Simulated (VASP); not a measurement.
# Na (P6_3/mmc) in VASP: further runs

Na is run at these levels: r2SCAN, HSE06, PBE0; tasks: relaxation of cell and atoms, single point.

Everything below comes from runs of VASP 6.6.1. Logs are shortened: lines on timing, memory, paths and dates and some standing lists are left out, and cuts for length are marked.

## 1. The cell of the first run

Symmetry: P6_3/mmc, No. 194, hexagonal system. Conventional cell: a = 3.767 Å, b = 3.767 Å, c = 6.154 Å, α = 90.00°, β = 90.00°, γ = 120.00°. Na (site symmetry -6m2) has 12 Na at 3.77 Å within 4.9 Å.

This isn't the form of Na at room conditions, which is bcc.

## 2. Relaxation of cell and atoms, r2SCAN, target pressure 20 GPa, at which the enthalpy is minimised

POSCAR reads:

```
Na
1.0
    3.7670000000      0.0000000000      0.0000000000
   -1.8835000000      3.2623176961      0.0000000000
    0.0000000000      0.0000000000      6.1540000000
Na
2
Direct
    0.6666666667      0.3333333333      0.7500000000
    0.3333333333      0.6666666667      0.2500000000
```

INCAR.step1 reads:

```
PREC = Accurate ; ENCUT = 600
ISMEAR = -1 ; SIGMA = 0.05
LREAL = F ; LASPH = T
NELM = 60 ; GGA = PE
ALGO = Normal ; EDIFF = 1E-4
LWAVE = T ; LCHARG = F
```

INCAR.step2 reads:

```
PREC = Accurate ; ENCUT = 600
EDIFF = 1E-6 ; ISMEAR = -1
SIGMA = 0.05 ; LREAL = F
LASPH = T ; NELM = 60
ALGO = Normal ; ISIF = 3
LWAVE = F ; LCHARG = F
METAGGA = R2SCAN ; LMIXTAU = T
IBRION = 2 ; NSW = 60
EDIFFG = -0.01 ; PSTRESS = 200.0
ISTART = 1
```

KPOINTS reads:

```
regular mesh
0
Gamma
  8 8 5
```

Potentials or basis: VASP PAW PBE potentials, release 64 (Na_pv).

Launch:

```
> cat potpaw_PBE.64/Na_pv/POTCAR > POTCAR
> cp INCAR.step1 INCAR
> mpirun -np 1 vasp_std > vasp.out
> cp INCAR.step2 INCAR
> mpirun -np 1 vasp_std > vasp.out
```

OUTCAR:

```text
PREC = Accurate
   ENCUT = 600
   EDIFF = 1E-6
   ISMEAR = -1
   LREAL = F
   LASPH = T
   NELM = 60
   ISIF = 3
   METAGGA = R2SCAN
   IBRION = 2
   NSW = 60
   EDIFFG = -0.01
   PSTRESS = 200.0
   ISTART = 1

 ion  position               nearest neighbor table
   1  0.667  0.333  0.750-
   2  0.333  0.667  0.250-

  LATTYP: Found a hexagonal cell.
 ALAT       =     3.7670000000
 C/A-ratio  =     1.6336607380

  Lattice vectors:

 A1 = (   3.7670000000,   0.0000000000,   0.0000000000)
 A2 = (  -1.8835000000,   3.2623176961,   0.0000000000)
 A3 = (   0.0000000000,   0.0000000000,   6.1540000000)

Analysis of symmetry for initial positions (statically):
=====================================================================
 Subroutine PRICEL returns:
 Original cell was already a primitive cell.

 Routine SETGRP: Setting up the symmetry group for a
 hexagonal supercell.

 Subroutine GETGRP returns: Found 24 space group operations
 (whereof 12 operations were pure point group operations)
 out of a pool of 24 trial point group operations.

The static configuration has the point symmetry D_3d.
 The point group associated with its full space group is D_6h.

Analysis of symmetry for dynamics (positions and initial velocities):
=====================================================================
 Subroutine PRICEL returns:
 Original cell was already a primitive cell.

 Routine SETGRP: Setting up the symmetry group for a
 hexagonal supercell.

 Subroutine GETGRP returns: Found 24 space group operations
 (whereof 12 operations were pure point group operations)
 out of a pool of 24 trial point group operations.

The dynamic configuration has the point symmetry D_3d.
 The point group associated with its full space group is D_6h.

 Subroutine INISYM returns: Found 24 space group operations
 (whereof 12 operations are pure point group operations),
 and found     1 'primitive' translations

----------------------------------------------------------------------------------------

                                     Primitive cell

  volume of cell :      75.6274

  direct lattice vectors                    reciprocal lattice vectors
     3.767000000  0.000000000  0.000000000     0.265463233  0.153265269  0.000000000
    -1.883500000  3.262317696  0.000000000     0.000000000  0.306530538  0.000000000
     0.000000000  0.000000000  6.154000000     0.000000000  0.000000000  0.162495938

  length of vectors
     3.767000000  3.767000000  6.154000000     0.306530538  0.306530538  0.162495938

  position of ions in fractional coordinates (direct lattice)
     0.666666667  0.333333333  0.750000000
     0.333333333  0.666666667  0.250000000

  ion indices of the primitive-cell ions
   primitive index   ion index
                 1           1
                 2           2

----------------------------------------------------------------------------------------

 KPOINTS: regular mesh

Automatic generation of k-mesh.
 Grid dimensions read from file:
 generate k-points for:    8    8    5

 Generating k-lattice:

  Cartesian coordinates                     Fractional coordinates (reciprocal lattice)
     0.033182904  0.019158159  0.000000000     0.125000000  0.000000000  0.000000000
     0.000000000  0.038316317  0.000000000     0.000000000  0.125000000  0.000000000
     0.000000000  0.000000000  0.032499188     0.000000000  0.000000000  0.200000000

  Length of vectors
     0.038316317  0.038316317  0.032499188

  Shift w.r.t. Gamma in fractional coordinates (k-lattice)
     0.000000000  0.000000000  0.000000000

 Subroutine IBZKPT returns following result:
 ===========================================

 Found     30 irreducible k-points:

 Following reciprocal coordinates:
            Coordinates               Weight
  0.000000  0.000000  0.000000      1.000000
  0.125000  0.000000  0.000000      6.000000
  0.250000  0.000000  0.000000      6.000000
  0.375000 -0.000000  0.000000      6.000000
  0.500000  0.000000  0.000000      3.000000
  0.125000  0.125000  0.000000      6.000000
[... 16 lines left out ...]
  0.250000  0.000000  0.400000     12.000000
  0.375000 -0.000000  0.400000     12.000000
 [... further k-points ...]
   k-points           NKPTS =     30   k-points in BZ     NKDIM =     30   number of bands    NBANDS=     11
   number of dos      NEDOS =    301   number of ions     NIONS =      2
   total plane-waves  NPLWV =  45000
   dimension x,y,z NGX =    30 NGY =   30 NGZ =   50
   dimension x,y,z NGXF=    60 NGYF=   60 NGZF=  100
   ions per type =               2
   NGX,Y,Z   is equivalent  to a cutoff of  13.24, 13.24, 13.51 a.u.
   NGXF,Y,Z  is equivalent  to a cutoff of  26.48, 26.48, 27.01 a.u.
 SYSTEM =  unknown system
   PREC   = accura    normal or accurate (medium, high low for compatibility)
   ISTART =      1    job   : 0-new  1-cont  2-samecut
   ICHARG =      0    charge: 1-file 2-atom 10-const
   ISPIN  =      1    spin polarized calculation?
   LNONCOLLINEAR =      F non collinear calculations
   LSORBIT =      F    spin-orbit coupling
   LASPH  =      T    aspherical Exc in radial PAW
   ENCUT  =  600.0 eV  44.10 Ry    6.64 a.u.   7.52  7.52 12.29*2*pi/ulx,y,z
   NELM   =     60;   NELMIN=  2; NELMDL=  0     # of ELM steps
   EDIFF  = 0.1E-05   stopping-criterion for ELM
   LREAL  =      F    real-space projection
   EDIFFG = -.1E-01   stopping-criterion for IOM
   NSW    =     60    number of steps for IOM
   IBRION =      2    ionic relax: 0-MD 1-quasi-New 2-CG
   NFREE  =      1    steps in history (QN), initial steepest desc. (CG)
   ISIF   =      3    stress and relaxation
   ISYM   =      2    0-nonsym 1-usesym 2-fastsym
   POTIM  = 0.5000    time-step for ionic-motion
   TEBEG  =    0.0;   TEEND  =   0.0 temperature during run
   PSTRESS=  200.0 pullay stress
   NELECT =      14.0000    total number of electrons
   NUPDOWN=      -1.0000    fix difference up-down
   EMIN   =  10.00;   EMAX   =-10.00  energy-range for DOS
   EFERMI =   0.00;   METHOD = LEGACY
   ISMEAR =    -1;   SIGMA  =   0.05  broadening in eV -4-tet -1-fermi 0-gaus
   EFERMI_NEDOS =   21; number of points for ismear=-14 and -15
   IALGO  =     38    algorithm
   IMIX   =      4    mixing-type and parameters
     AMIX     =   0.40;   BMIX     =  1.00
     AMIX_MAG =   1.60;   BMIX_MAG =  1.00
  volume/ion in A,a.u.               =      37.81       255.18
  Fermi-wavevector in a.u.,A,eV,Ry     =   0.933020  1.763153 11.844235  0.870527
  Thomas-Fermi vector in A             =   2.059678
   LORBIT       =      0    0 simple, 1 ext, 2 COOP (PROOUT), +10 PAW based schemes
   METAGGA = R2SCAN    functional components
   LHFCALC =     F    Hartree Fock is set to
   AEXX    =    0.0000 exact exchange contribution
   IVDW    =     0    specifies the selected vdW correction
   LEPSILON=     F    determine dielectric tensor
   LRPA    =     F    only Hartree local field effects (RPA)
 conjugate gradient relaxation of ions
 non-spin polarized calculation
  energy-cutoff  :      600.00
  volume of cell :       75.63
 maximum number of plane-waves:      2563
   NGX = 15   NGY = 15   NGZ = 25

--------------------------------------- Ionic step        1  -------------------------------------------

 number of electron      14.0000000 magnetization

 Free energy of the ion-electron system (eV)
  ---------------------------------------------------
  ext. energy  EPLUGINS =         0.00000000
  ---------------------------------------------------
  free energy    TOTEN  =        -7.10855344 eV

  energy without entropy =       -7.10242991  energy(sigma->0) =       -7.10549167

------------------------ aborting loop because EDIFF is reached ----------------------------------------

  FORCE on cell =-STRESS in cart. coord.  units (eV):
  Direction    XX          YY          ZZ          XY          YZ          ZX
  --------------------------------------------------------------------------------------
  -------------------------------------------------------------------------------------
  Total        0.0139276      0.0139276     -0.0935709      0.0000000      0.0000000      0.0000000
  in kB        0.2950590      0.2950590     -1.9823116      0.0000000      0.0000000      0.0000000
  external PRESSURE =    -200.4640646 kB  Pullay stress =     200.0000000 kB
[... 23 lines left out ...]
  enthalpy is  TOTEN    =         2.3320287469 eV   P V=        9.4405821838

--------------------------------------- Ionic step        2  -------------------------------------------

 number of electron      14.0000001 magnetization

 E-fermi :   3.7498     XC(G=0):  -9.5518

 val. band max:        3.4750676863   @ k =   0.3750   0.1250   0.2000
 cond. band min:       3.7777623712   @ k =   0.1250   0.1250   0.2000
 fundamental gap:      0.3026946849
 Fermi energy:         3.7497696258

 k-point     1 :       0.0000    0.0000    0.0000
  band No.  band energies     occupation
      1     -22.6347      2.00000
      2     -22.2792      2.00000
      3     -22.2792      2.00000
      4     -22.2358      2.00000
      5     -22.2342      2.00000
      6     -22.2341      2.00000
      7      -1.7513      2.00000
      8       4.5087      0.00000
      9       5.7845      0.00000
     10      19.1793      0.00000
     11      19.1794      0.00000
[... 389 lines left out ...]
  FREE ENERGIE OF THE ION-ELECTRON SYSTEM (eV)
  ---------------------------------------------------
  free  energy   TOTEN  =        -5.7562438322 eV

  energy  without entropy=       -5.7524586266  energy(sigma->0) =       -5.75435123

  enthalpy is  TOTEN    =        -1.1292991909 eV   P V=        4.6269446413

[... ionic steps 4 to 11 ...]

--------------------------------------- Ionic step       12  -------------------------------------------

 number of electron      14.0000002 magnetization

------------------------ aborting loop because EDIFF is reached ----------------------------------------

  FORCE on cell =-STRESS in cart. coord.  units (eV):
  Direction    XX          YY          ZZ          XY          YZ          ZX
  --------------------------------------------------------------------------------------
  -------------------------------------------------------------------------------------
  Total        4.6484434      4.6484434      4.6049663      0.0000000      0.0000000      0.0000000
  in kB      200.5152511    200.5152512    198.6398250      0.0000000      0.0000000      0.0000000
  external PRESSURE =      -0.1098909 kB  Pullay stress =     200.0000000 kB
[... 61 lines left out ...]
  enthalpy is  TOTEN    =        -1.1300688007 eV   P V=        4.6363756142

--------------------------------------- Ionic step       14  -------------------------------------------

 number of electron      14.0000003 magnetization

 Free energy of the ion-electron system (eV)
  ---------------------------------------------------
  ext. energy  EPLUGINS =         0.00000000
  ---------------------------------------------------
  free energy    TOTEN  =        -5.76621260 eV

  energy without entropy =       -5.76198720  energy(sigma->0) =       -5.76409990

 E-fermi :   3.3536     XC(G=0):  -9.2762

 val. band max:        3.0203471439   @ k =   0.2500   0.1250   0.4000
 cond. band min:       3.4142370968   @ k =   0.1250   0.1250   0.2000
 fundamental gap:      0.3938899529
 Fermi energy:         3.3535604461

 k-point     1 :       0.0000    0.0000    0.0000
  band No.  band energies     occupation
      1     -22.9279      2.00000
      2     -22.6311      2.00000
      3     -22.6311      2.00000
      4     -22.5903      2.00000
      5     -22.5902      2.00000
      6     -22.5893      2.00000
      7      -1.9658      2.00000
      8       4.1785      0.00000
      9       5.3738      0.00000
     10      18.1155      0.00000
     11      18.1156      0.00000
[... 351 lines left out ...]
  FREE ENERGIE OF THE ION-ELECTRON SYSTEM (eV)
  ---------------------------------------------------
  free  energy   TOTEN  =        -5.7662126046 eV

  energy  without entropy=       -5.7619872012  energy(sigma->0) =       -5.76409990

  enthalpy is  TOTEN    =        -1.1300866704 eV   P V=        4.6361259343

 reached required accuracy - stopping structural energy minimisation
```

Run time: 6.8 min. Hardware: 1 thread of Intel Xeon 6975P-C (Granite Rapids), shared host; peak memory 0.22 GiB.

Results:

```
Free energy                                                : -5.7662 eV
Relaxed volume                                             : 18.57 Å³/atom
Relaxed cell                                               : a = 2.989 Å, b = 2.989 Å, c = 4.799 Å, α = 90.00°, β = 90.00°, γ = 120.00°
Space group after relaxing (to 0.1 Å)                      : P6_3/mmc (No. 194)
Energy change on relaxing (the run minimises the enthalpy) : +671.2 meV/atom
Ionic steps                                                : 14
Pressure after relaxing                                    : 20.0 GPa
Band gap on the k mesh                                     : zero (bands 7 and 8 overlap by 4.66 eV)
```

The path:
```tsv
step	energy change (eV)	largest force (eV/Å)	pressure (GPa)	volume (Å³)
1	0.0000	0.0000	-0.05	75.63
2	1.6752	0.0000	25.11	34.76
3	1.3523	0.0000	20.11	37.07
4	1.2791	0.0000	19.05	37.67
5	1.2806	0.0000	19.07	37.65
6	1.2855	0.0000	19.12	37.61
7	1.2941	0.0000	19.35	37.53
8	1.3184	0.0000	19.61	37.33
9	1.3682	0.0000	20.39	36.93
10	1.3431	0.0000	20.00	37.13
11	1.3420	0.0000	19.97	37.14
12	1.3420	0.0000	19.99	37.14
13	1.3421	0.0000	19.98	37.14
14	1.3423	0.0000	19.98	37.14
```

Final structure:
```
Na
1.0
     2.98923    0.00000    0.00000
    -1.49462    2.58875    0.00000
     0.00000    0.00000    4.79939
Na
2
Direct
  0.66667 0.33333 0.75000
  0.33333 0.66667 0.25000
```

Levels at points of the mesh, in eV from the Fermi level:
```csv
k point,band 4,band 5,band 6,band 7,band 8,band 9,band 10,band 11
"(0.00, 0.00, 0.00)",-25.94,-25.94,-25.94,-5.32,0.82,2.02,14.76,14.76
"(0.50, 0.00, 0.00)",-26.05,-26.02,-25.98,0.12,0.81,5.02,6.29,6.72
```

Caveat: the cell is relaxed towards a set pressure, so the run minimises the enthalpy, not the energy; the volume moved by over 15 % at a fixed basis, so the end points are rough; the PAW data sets were made with another functional, which shifts forces and pressure a little.

[end of part 1 of 2]
